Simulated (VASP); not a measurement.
Input of a VASP 6.6.1 run:

The input INCAR:

```
SYSTEM = BAs
PREC = Accurate ; ENCUT = 500
EDIFF = 1E-6 ; ISMEAR = 0
SIGMA = 0.2 ; LREAL = .False.
LASPH = .True. ; NELM = 120
ALGO = Normal ; ISIF = 2
LWAVE = .False. ; LCHARG = .True.
GGA = PE ; LELF = .True.
LVHAR = .True. ; NBANDS = 11
GGA_COMPAT = .False.
```

File KPOINTS:

```
regular mesh
0
Gamma
  7 7 7
  0 0 0
```

POSCAR

```
BAs
1.0
   -1.6335942624      1.6335942624      2.3087718647
    1.6335942624     -1.6335942624      2.3087718647
    1.6335942624      1.6335942624     -2.3087718647
B As
1 1
Direct
    0.5000000000      0.5000000000      0.0000000000
    0.0000000000      0.0000000000      0.0000000000
```

Potentials or basis: VASP PAW PBE potentials, release 64 (B, As).

The run is started by

```sh
$ cat potpaw_PBE.64/B/POTCAR potpaw_PBE.64/As/POTCAR > POTCAR
$ mpirun -np 1 vasp_std > vasp.out
```

Task: Estimate the band gap on the k mesh.

Result: Zero (bands 4 and 5 overlap by 4.39 eV).

Task: Estimate the pressure.

Result: 0.3 GPa.

Stress tensor (GPa, compression positive):
```
0.30 0.00 0.00
0.00 0.30 0.00
0.00 0.00 0.43
```
